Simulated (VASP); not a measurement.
# YMg2O2 (I4/mmm) in VASP: a series of runs, part 2 of 2

VASP 6.6.1. The steps go on from the part before.

### Step 3. Single point, PBE

This run uses another cell than the first one, of 24.80 Å³/atom.

INCAR reads:

```
  ALGO = Normal
  EDIFF = 1E-6
  ENCUT = 840
  GGA = PE
  GGA_COMPAT = False
  ISIF = 2
  ISMEAR = 0
  LASPH = True
  LCHARG = False
  LREAL = False
  LWAVE = False
  NBANDS = 30
  NELM = 120
  PREC = Accurate
  SIGMA = 0.1
```

KPOINTS reads:

```
k-points
0
Gamma
  10 10 10
```

POSCAR reads:

```
YMg2O2
1.0
   -3.3416485326      3.3416485326      2.7757155521
    3.3416485326     -3.3416485326      2.7757155521
    3.3416485326      3.3416485326     -2.7757155521
Y Mg O
1 2 2
Direct
    0.5000000000      0.5000000000      0.0000000000
    0.5000000000      0.0000000000      0.5000000000
    0.0000000000      0.5000000000      0.5000000000
    0.8750043843      0.8750043843      0.0000000000
    0.1249956157      0.1249956157      0.0000000000
```

Potentials or basis: VASP PAW PBE potentials, release 64 (Y_sv, Mg_sv, O).

Started as:

```bash
$ cat potpaw_PBE.64/Y_sv/POTCAR potpaw_PBE.64/Mg_sv/POTCAR potpaw_PBE.64/O/POTCAR > POTCAR
$ mpirun -np 1 vasp_std > vasp.out
```

OUTCAR:

```text
EDIFF = 1E-6
   ENCUT = 840
   GGA = PE
   ISIF = 2
   ISMEAR = 0
   LASPH = True
   LREAL = False
   NELM = 120
   PREC = Accurate

 ion  position               nearest neighbor table
   1  0.500  0.500  0.000-   4 2.08   5 2.08
   2  0.500  0.000  0.500-
   3  0.000  0.500  0.500-
   4  0.875  0.875  0.000-   5 1.39   1 2.08
   5  0.125  0.125  0.000-   4 1.39   1 2.08

  LATTYP: Found a body centered tetragonal cell.
 ALAT       =     6.6832970652
 C/A-ratio  =     0.8306425781

  Lattice vectors:

 A1 = (  -3.3416485326,   3.3416485326,   2.7757155521)
 A2 = (   3.3416485326,  -3.3416485326,   2.7757155521)
 A3 = (   3.3416485326,   3.3416485326,  -2.7757155521)

Analysis of symmetry for initial positions (statically):
=====================================================================
 Subroutine PRICEL returns:
 Original cell was already a primitive cell.

 Routine SETGRP: Setting up the symmetry group for a
 body centered tetragonal supercell.

 Subroutine GETGRP returns: Found 16 space group operations
 (whereof 16 operations were pure point group operations)
 out of a pool of 16 trial point group operations.

The static configuration has the point symmetry D_4h.

Analysis of symmetry for dynamics (positions and initial velocities):
=====================================================================
 Subroutine PRICEL returns:
 Original cell was already a primitive cell.

 Routine SETGRP: Setting up the symmetry group for a
 body centered tetragonal supercell.

 Subroutine GETGRP returns: Found 16 space group operations
 (whereof 16 operations were pure point group operations)
 out of a pool of 16 trial point group operations.

The dynamic configuration has the point symmetry D_4h.

 Subroutine INISYM returns: Found 16 space group operations
 (whereof 16 operations are pure point group operations),
 and found     1 'primitive' translations

----------------------------------------------------------------------------------------

                                     Primitive cell

  volume of cell :     123.9814

  direct lattice vectors                    reciprocal lattice vectors
    -3.341648533  3.341648533  2.775715552     0.000000000  0.149626747  0.180133732
     3.341648533 -3.341648533  2.775715552     0.149626747  0.000000000  0.180133732
     3.341648533  3.341648533 -2.775715552     0.149626747  0.149626747  0.000000000

  length of vectors
     5.480677573  5.480677573  5.480677573     0.234171571  0.234171571  0.211604175

  position of ions in fractional coordinates (direct lattice)
     0.500000000  0.500000000  0.000000000
     0.500000000  0.000000000  0.500000000
     0.000000000  0.500000000  0.500000000
     0.875004384  0.875004384  0.000000000
     0.124995616  0.124995616  0.000000000

  ion indices of the primitive-cell ions
   primitive index   ion index
                 1           1
                 2           2
                 3           3
                 4           4
                 5           5

----------------------------------------------------------------------------------------

[... 23 lines left out ...]

 Following reciprocal coordinates:
            Coordinates               Weight
  0.000000  0.000000  0.000000      1.000000
  0.100000 -0.000000  0.000000      8.000000
  0.200000 -0.000000  0.000000      8.000000
  0.300000  0.000000  0.000000      8.000000
  0.400000  0.000000 -0.000000      8.000000
  0.500000  0.000000  0.000000      4.000000
[... 16 lines left out ...]
  0.300000  0.300000  0.000000      8.000000
  0.400000  0.300000 -0.000000     16.000000
 [... further k-points ...]
   k-points           NKPTS =    102   k-points in BZ     NKDIM =    102   number of bands    NBANDS=     30
   number of dos      NEDOS =    301   number of ions     NIONS =      5
   total plane-waves  NPLWV = 157464
   dimension x,y,z NGX =    54 NGY =   54 NGZ =   54
   dimension x,y,z NGXF=   108 NGYF=  108 NGZF=  108
   ions per type =               1   2   2
   NGX,Y,Z   is equivalent  to a cutoff of  16.38, 16.38, 16.38 a.u.
   NGXF,Y,Z  is equivalent  to a cutoff of  32.76, 32.76, 32.76 a.u.
 SYSTEM =  unknown system
   PREC   = accura    normal or accurate (medium, high low for compatibility)
   ISTART =      0    job   : 0-new  1-cont  2-samecut
   ICHARG =      2    charge: 1-file 2-atom 10-const
   ISPIN  =      1    spin polarized calculation?
   LNONCOLLINEAR =      F non collinear calculations
   LSORBIT =      F    spin-orbit coupling
   LASPH  =      T    aspherical Exc in radial PAW
   ENCUT  =  840.0 eV  61.74 Ry    7.86 a.u.  12.95 12.95 12.95*2*pi/ulx,y,z
   NELM   =    120;   NELMIN=  2; NELMDL= -5     # of ELM steps
   EDIFF  = 0.1E-05   stopping-criterion for ELM
   LREAL  =      F    real-space projection
   EDIFFG = 0.1E-04   stopping-criterion for IOM
   NSW    =      0    number of steps for IOM
   IBRION =     -1    ionic relax: 0-MD 1-quasi-New 2-CG
   NFREE  =      0    steps in history (QN), initial steepest desc. (CG)
   ISIF   =      2    stress and relaxation
   ISYM   =      2    0-nonsym 1-usesym 2-fastsym
   POTIM  = 0.5000    time-step for ionic-motion
   TEBEG  =    0.0;   TEEND  =   0.0 temperature during run
   PSTRESS=    0.0 pullay stress
   NELECT =      43.0000    total number of electrons
   NUPDOWN=      -1.0000    fix difference up-down
   EMIN   =  10.00;   EMAX   =-10.00  energy-range for DOS
   EFERMI =   0.00;   METHOD = LEGACY
   ISMEAR =     0;   SIGMA  =   0.10  broadening in eV -4-tet -1-fermi 0-gaus
   EFERMI_NEDOS =   21; number of points for ismear=-14 and -15
   IALGO  =     38    algorithm
   IMIX   =      4    mixing-type and parameters
     AMIX     =   0.40;   BMIX     =  1.00
     AMIX_MAG =   1.60;   BMIX_MAG =  1.00
  volume/ion in A,a.u.               =      24.80       167.33
  Fermi-wavevector in a.u.,A,eV,Ry     =   1.150214  2.173590 18.000416  1.322993
  Thomas-Fermi vector in A             =   2.286880
   LORBIT       =      0    0 simple, 1 ext, 2 COOP (PROOUT), +10 PAW based schemes
   GGA     = PE    functional components
   LHFCALC =     F    Hartree Fock is set to
   AEXX    =    0.0000 exact exchange contribution
   IVDW    =     0    specifies the selected vdW correction
   LEPSILON=     F    determine dielectric tensor
   LRPA    =     F    only Hartree local field effects (RPA)
 non-spin polarized calculation
 Gauss-broadening in eV      SIGMA  =   0.10
  energy-cutoff  :      840.00
  volume of cell :      123.98
 maximum number of plane-waves:      6910
 NGX is ok and might be reduce to    54
   NGX = 25   NGY = 25   NGZ = 25

 number of electron      42.9999994 magnetization

 Free energy of the ion-electron system (eV)
  ---------------------------------------------------
  ext. energy  EPLUGINS =         0.00000000
  ---------------------------------------------------
  free energy    TOTEN  =       -20.97803356 eV

  energy without entropy =      -20.96813480  energy(sigma->0) =      -20.97308418

 E-fermi :   1.5666     XC(G=0):  -8.1299

 val. band max:        1.5629925923   @ k =  -0.3000  -0.4000   0.2000
 cond. band min:       1.5748259028   @ k =  -0.2000   0.2000   0.0000
 fundamental gap:      0.0118333106
 Fermi energy:         1.5665587886

 k-point     1 :       0.0000    0.0000    0.0000
  band No.  band energies     occupation
      1     -74.7743      2.00000
      2     -74.7677      2.00000
      3     -41.7063      2.00000
      4     -41.5550      2.00000
      5     -41.5548      2.00000
      6     -41.5548      2.00000
[... 781 lines left out ...]
     29       5.5260      0.00000
     30       5.8045      0.00000

 [... further k-points ...]

------------------------ aborting loop because EDIFF is reached ----------------------------------------

  FORCE on cell =-STRESS in cart. coord.  units (eV):
  Direction    XX          YY          ZZ          XY          YZ          ZX
  --------------------------------------------------------------------------------------
  -------------------------------------------------------------------------------------
  Total       -0.1174778     -0.1174778      0.1028421      0.0000000     -0.0000000      0.0000000
  in kB       -1.5181329     -1.5181329      1.3289996      0.0000000     -0.0000000      0.0000000
  external PRESSURE =      -0.5690887 kB  Pullay stress =       0.0000000 kB

 VOLUME and BASIS-vectors are now :
 -----------------------------------------------------------------------------
  energy-cutoff  :      840.00
  volume of cell :      123.98
      direct lattice vectors                 reciprocal lattice vectors
    -3.341648533  3.341648533  2.775715552     0.000000000  0.149626747  0.180133732
     3.341648533 -3.341648533  2.775715552     0.149626747  0.000000000  0.180133732
     3.341648533  3.341648533 -2.775715552     0.149626747  0.149626747  0.000000000

 POSITION                                       TOTAL-FORCE (eV/Angst)
 -----------------------------------------------------------------------------------
      0.00000      0.00000      2.77572         0.000000      0.000000     -0.000000
      0.00000      3.34165      0.00000         0.000000      0.000000     -0.000000
      3.34165      0.00000      0.00000         0.000000      0.000000     -0.000000
      0.00000      0.00000      4.85753        -0.000000     -0.000000     -0.205660
      0.00000      0.00000      0.69390        -0.000000     -0.000000      0.205660
 -----------------------------------------------------------------------------------
    total drift:                                0.000000      0.000000     -0.000000

  FREE ENERGIE OF THE ION-ELECTRON SYSTEM (eV)
  ---------------------------------------------------
  free  energy   TOTEN  =       -20.9780335584 eV

  energy  without entropy=      -20.9681348020  energy(sigma->0) =      -20.97308418
```

stdout:

```text
POSCAR found type information on POSCAR Y MgO
 POSCAR found :  3 types and       5 ions
 scaLAPACK will be used
 LDA part: xc-table for (Slater+PW92), standard interpolation
 POSCAR, INCAR and KPOINTS ok, starting setup
 FFT: planning ... GRIDC
 FFT: planning ... GRID_SOFT
 FFT: planning ... GRID
 WAVECAR not read
 entering main loop
```

It took 8.2 min on 1 thread of Intel Xeon 6975P-C (Granite Rapids), shared host; peak memory 0.98 GiB.

Results:

* Free energy: -20.9780 eV
* Pressure: -0.1 GPa
* Largest force: 0.206 eV/Å
* Band gap on the k mesh: zero (an odd number of electrons rules out a gap without spin polarisation)

Forces on the atoms (eV/Å):
```
Y    0.000  0.000  0.000
Mg   0.000  0.000  0.000
Mg   0.000  0.000  0.000
O    0.000  0.000 -0.206
O    0.000  0.000  0.206
```

Stress tensor (GPa, compression positive):
```
-0.15  0.00  0.00
 0.00 -0.15  0.00
 0.00  0.00  0.13
```

### Step 4. Single point, PBE

This run uses another cell than the first one, of 24.65 Å³/atom.

INCAR reads:

```
  PREC = Accurate
  ENCUT = 840
  EDIFF = 1E-6
  ISMEAR = 0
  SIGMA = 0.1
  LREAL = F
  LASPH = T
  NELM = 120
  ALGO = Normal
  ISIF = 2
  LWAVE = F
  LCHARG = F
  GGA = PE
  NBANDS = 30
  GGA_COMPAT = F
```

KPOINTS reads:

```
Automatic mesh
0
Gamma
  4 4 4
```

POSCAR reads:

```
YMg2O2
1.0
   -3.3334402784      3.3334402784      2.7729303085
    3.3334402784     -3.3334402784      2.7729303085
    3.3334402784      3.3334402784     -2.7729303085
Y Mg O
1 2 2
Direct
    0.5000000000      0.5000000000      0.0000000000
    0.5000000000      0.0000000000      0.5000000000
    0.0000000000      0.5000000000      0.5000000000
    0.8750485931      0.8750485931      0.0000000000
    0.1249514069      0.1249514069      0.0000000000
```

Potentials or basis: VASP PAW PBE potentials, release 64 (Y_sv, Mg_sv, O).

Started as:

```bash
$ cat potpaw_PBE.64/Y_sv/POTCAR potpaw_PBE.64/Mg_sv/POTCAR potpaw_PBE.64/O/POTCAR > POTCAR
$ mpirun -np 1 vasp_std > vasp.out
```

OUTCAR:

```text
PREC = Accurate
   ENCUT = 840
   EDIFF = 1E-6
   ISMEAR = 0
   LREAL = F
   LASPH = T
   NELM = 120
   ISIF = 2
   GGA = PE

 ion  position               nearest neighbor table
   1  0.500  0.500  0.000-   4 2.08   5 2.08
   2  0.500  0.000  0.500-
   3  0.000  0.500  0.500-
   4  0.875  0.875  0.000-   5 1.39   1 2.08
   5  0.125  0.125  0.000-   4 1.39   1 2.08

  LATTYP: Found a body centered tetragonal cell.
 ALAT       =     6.6668805568
 C/A-ratio  =     0.8318524038

  Lattice vectors:

 A1 = (  -3.3334402784,   3.3334402784,   2.7729303085)
 A2 = (   3.3334402784,  -3.3334402784,   2.7729303085)
 A3 = (   3.3334402784,   3.3334402784,  -2.7729303085)

Analysis of symmetry for initial positions (statically):
=====================================================================
 Subroutine PRICEL returns:
[... 162 lines left out ...]
  free energy    TOTEN  =       -21.01251652 eV

  energy without entropy =      -21.00330425  energy(sigma->0) =      -21.00791038

 E-fermi :   1.6170     XC(G=0):  -8.1532

 val. band max:        1.4528075913   @ k =  -0.2500   0.5000   0.2500
 cond. band min:       1.6538614146   @ k =   0.2500   0.2500  -0.0000
 fundamental gap:      0.2010538233
 Fermi energy:         1.6170376708

 k-point     1 :       0.0000    0.0000    0.0000
  band No.  band energies     occupation
      1     -74.7402      2.00000
      2     -74.7336      2.00000
      3     -41.6697      2.00000
      4     -41.5222      2.00000
      5     -41.5197      2.00000
      6     -41.5197      2.00000
[... 418 lines left out ...]
     29       5.5408      0.00000
     30       6.8449      0.00000

------------------------ aborting loop because EDIFF is reached ----------------------------------------

  FORCE on cell =-STRESS in cart. coord.  units (eV):
  Direction    XX          YY          ZZ          XY          YZ          ZX
  --------------------------------------------------------------------------------------
  -------------------------------------------------------------------------------------
  Total        0.0131770      0.0131770      0.1319322      0.0000000      0.0000000      0.0000000
  in kB        0.1712937      0.1712937      1.7150515      0.0000000      0.0000000      0.0000000
  external PRESSURE =       0.6858796 kB  Pullay stress =       0.0000000 kB

 VOLUME and BASIS-vectors are now :
 -----------------------------------------------------------------------------
  energy-cutoff  :      840.00
  volume of cell :      123.25
      direct lattice vectors                 reciprocal lattice vectors
    -3.333440278  3.333440278  2.772930308     0.000000000  0.149995188  0.180314665
     3.333440278 -3.333440278  2.772930308     0.149995188  0.000000000  0.180314665
     3.333440278  3.333440278 -2.772930308     0.149995188  0.149995188  0.000000000

 POSITION                                       TOTAL-FORCE (eV/Angst)
 -----------------------------------------------------------------------------------
      0.00000      0.00000      2.77293        -0.000000     -0.000000      0.000000
      0.00000      3.33344      0.00000        -0.000000     -0.000000      0.000000
      3.33344      0.00000      0.00000        -0.000000     -0.000000      0.000000
      0.00000      0.00000      4.85290        -0.000000     -0.000000     -0.198135
      0.00000      0.00000      0.69296         0.000000      0.000000      0.198135
 -----------------------------------------------------------------------------------
    total drift:                                0.000000      0.000000     -0.000000

  FREE ENERGIE OF THE ION-ELECTRON SYSTEM (eV)
  ---------------------------------------------------
  free  energy   TOTEN  =       -21.0125165154 eV

  energy  without entropy=      -21.0033042511  energy(sigma->0) =      -21.00791038
```

OSZICAR:

```text
N       E                     dE             d eps       ncg     rms          rms(c)
DAV:   1     0.454154058482E+03    0.45415E+03   -0.30680E+04   836   0.196E+03
DAV:   2     0.306854894103E+02   -0.42347E+03   -0.41194E+03   892   0.489E+02
DAV:   3    -0.164242946431E+02   -0.47110E+02   -0.46364E+02  1248   0.120E+02
DAV:   4    -0.237095961460E+02   -0.72853E+01   -0.72048E+01  1174   0.371E+01
DAV:   5    -0.243594156296E+02   -0.64982E+00   -0.64970E+00  1032   0.805E+00    0.275E+01
DAV:   6    -0.212682490440E+02    0.30912E+01   -0.10917E+01   898   0.149E+01    0.226E+01
DAV:   7    -0.210698512963E+02    0.19840E+00   -0.10113E+00   996   0.485E+00    0.123E+01
DAV:   8    -0.210219330121E+02    0.47918E-01   -0.47352E-01  1026   0.318E+00    0.140E+00
DAV:   9    -0.210136506647E+02    0.82823E-02   -0.96032E-02   930   0.141E+00    0.381E-01
DAV:  10    -0.210123209453E+02    0.13297E-02   -0.94436E-03   948   0.475E-01    0.153E-01
DAV:  11    -0.210124739387E+02   -0.15299E-03   -0.66205E-04  1068   0.133E-01    0.813E-02
DAV:  12    -0.210125129575E+02   -0.39019E-04   -0.13216E-04   968   0.682E-02    0.160E-02
DAV:  13    -0.210125162565E+02   -0.32990E-05   -0.21132E-05   976   0.207E-02    0.127E-02
DAV:  14    -0.210125165154E+02   -0.25884E-06   -0.38526E-06   800   0.109E-02
   1 F= -.21012517E+02 E0= -.21007910E+02  d E =-.921226E-02
```

stdout:

```text
POSCAR found type information on POSCAR Y MgO
 POSCAR found :  3 types and       5 ions
 scaLAPACK will be used
 LDA part: xc-table for (Slater+PW92), standard interpolation
 POSCAR, INCAR and KPOINTS ok, starting setup
 FFT: planning ... GRIDC
 FFT: planning ... GRID_SOFT
 FFT: planning ... GRID
 WAVECAR not read
 entering main loop
```

Run time: 3.5 min. Hardware: 1 thread of Intel Xeon Platinum 8259CL at 2.50GHz (Skylake/Cascade Lake), shared host; peak memory 0.47 GiB.

What came out:

```yaml
Free_energy: -21.0125 eV
Pressure: 0.1 GPa
Largest_force: 0.198 eV/Å
Band_gap_on_the_k_mesh: zero (an odd number of electrons rules out a gap without spin polarisation)
```

Forces in eV/Å, atoms in the order of the input:
```
Y    0.000  0.000  0.000
Mg   0.000  0.000  0.000
Mg   0.000  0.000  0.000
O    0.000  0.000 -0.198
O    0.000  0.000  0.198
```

Levels at points of the mesh, in eV from the Fermi level:
| k point | band 17 | band 18 | band 19 | band 20 | band 21 | band 22 | band 23 | band 24 | band 25 | band 26 |
| --- | --- | --- | --- | --- | --- | --- | --- | --- | --- | --- |
| (0.00, 0.00, 0.00) | -5.97 | -4.56 | -2.55 | -2.55 | 0.49 | 0.55 | 0.94 | 2.04 | 2.04 | 3.28 |
| (0.50, 0.00, 0.00) | -6.25 | -2.76 | -2.72 | -1.80 | -1.28 | -0.24 | 0.85 | 1.41 | 2.04 | 2.18 |
| (0.50, 0.50, 0.00) | -5.96 | -3.10 | -2.72 | -2.31 | -1.74 | 0.20 | 0.97 | 1.39 | 1.61 | 3.85 |
| (0.50, 0.50, 0.50) | -6.10 | -3.36 | -2.35 | -2.35 | -0.49 | 0.04 | 0.09 | 0.09 | 1.97 | 2.95 |

Caveat: the k points lie up to 0.37 Å⁻¹ apart, too coarse for converged energies and pressures of a metal.

### Step 5. The runs side by side

```tsv
cell	k mesh	gap on the mesh (eV)	pressure (GPa)	largest force (eV/Å)
a = 4.639 Å, angles 108.2, 108.2, 112.1°, 5 atoms, atomic positions A	4 × 4 × 4	none	31.2	0.63
a = 5.481 Å, angles 104.9, 104.9, 119.1°, 5 atoms, atomic positions B	10 × 10 × 10	none	-0.1	0.21
a = 5.469 Å, angles 104.9, 104.9, 119.1°, 5 atoms, atomic positions B	4 × 4 × 4	none	0.1	0.20
```

Alike in all rows: task single point; level PBE; potentials or basis VASP PAW PBE potentials, release 64 (Y_sv, Mg_sv, O); no spin polarisation; cutoff (eV) 840; smearing gaussian 0.1 eV.

Caveats: some runs use coarse meshes.

Total energies depend on the potentials used, so only differences within one code and one set of settings carry meaning.

The gap in the log of VASP goes by the Fermi energy; the results here count the filled bands.